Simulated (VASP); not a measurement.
Wanted: the native input for a VASP 6.6.1 run.

* Task: single point
* Functional: LDA
* Potentials or basis: VASP PAW LDA potentials, release 64 (W_sv, C)
* Cutoff: 520 eV
* k mesh: 10 × 10 × 6
* Occupations: fermi-dirac, width 0.05 eV
* Spin: no spin polarisation
* Dipole correction: no
* Further INCAR settings: ALGO = Normal; EDIFF = 1e-07; NBANDS = 16

The structure of WC lies in POSCAR:

```
WC
1.0
    1.4620012811     -2.5498076582      0.0000000000
    1.4620012811      2.5498076582      0.0000000000
    0.0000000000      0.0000000000      2.9857127192
W C
1 1
Direct
    0.5000000000      0.5000000000      0.5000000000
    0.0000000000      0.0000000000      0.0000000000
```

One way to write it, as run:

INCAR

```
PREC = Accurate
ENCUT = 520
EDIFF = 1E-7
ISMEAR = -1
SIGMA = 0.05
LREAL = F
LASPH = T
NELM = 80
ALGO = Normal
ISIF = 2
LWAVE = F
LCHARG = F
NBANDS = 16
```

KPOINTS

```
regular mesh
0
Gamma
  10 10 6
```

Potentials or basis: VASP PAW LDA potentials, release 64 (W_sv, C).

Command:

```bash
$ cat potpaw_LDA.64/W_sv/POTCAR potpaw_LDA.64/C/POTCAR > POTCAR
$ mpirun -np 1 vasp_std > vasp.out
```

Results of the run:

```json
{"Pressure": "2.0 GPa", "Band gap on the k mesh": "zero (bands 9 and 10 overlap by 3.47 eV)"}
```

Caveat: spin-orbit coupling is left out, which moves the levels of the heavy elements.

Run time: 12 s on 1 thread of Intel(R) Xeon(R) 6975P-C (Granite Rapids), on a shared host, peak memory 0.16 GiB.
